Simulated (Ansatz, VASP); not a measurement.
## Two plane-wave programs on GaSb

```
Ga Sb
1.0
     3.10774    3.10774    0.00000
    -3.10774    3.10774    0.00000
     0.00000    0.00000    6.09118
Ga Sb
2 2
Direct
  0.00000 0.00000 0.00000
  0.50000 0.50000 0.50000
  0.50000 0.00000 0.25000
  0.00000 0.50000 0.75000
```

Change from the starting cell: strain along c alone, the other axes held, atoms relaxed: -2.0 %.

Alike in both runs: task single point; functional PBE; k mesh 12 × 12 × 8; occupations gaussian, width 0.1 eV; no spin polarisation.

```csv
,VASP,Ansatz
version,VASP 6.6.1,Ansatz 0.2.0
potentials or method,"VASP PAW PBE potentials, release 64 (Ga_d, Sb), cutoff 520 eV","scalar-relativistic, plane waves, PAW"
valence electrons in the cell,36,56
```

Ansatz gave:

```
gap on the k mesh at the Fermi level (eV)                     : 0.11
least direct gap on the mesh (eV)                             : 0.11
pressure (GPa)                                                : 0.9
traceless stress, the component that is largest in VASP (GPa) : 0.54
```

Question: Which values does VASP return?

Answer: gap on the k mesh at the Fermi level (eV): 0.11; least direct gap on the mesh (eV): 0.11; pressure (GPa): 1.0; traceless stress, the component that is largest in VASP (GPa): 0.54.

VASP's potentials hold 36 valence electrons a cell and Ansatz's 56, so a difference there can come from the potentials and not from the codes.

Neither program's run includes spin-orbit coupling.
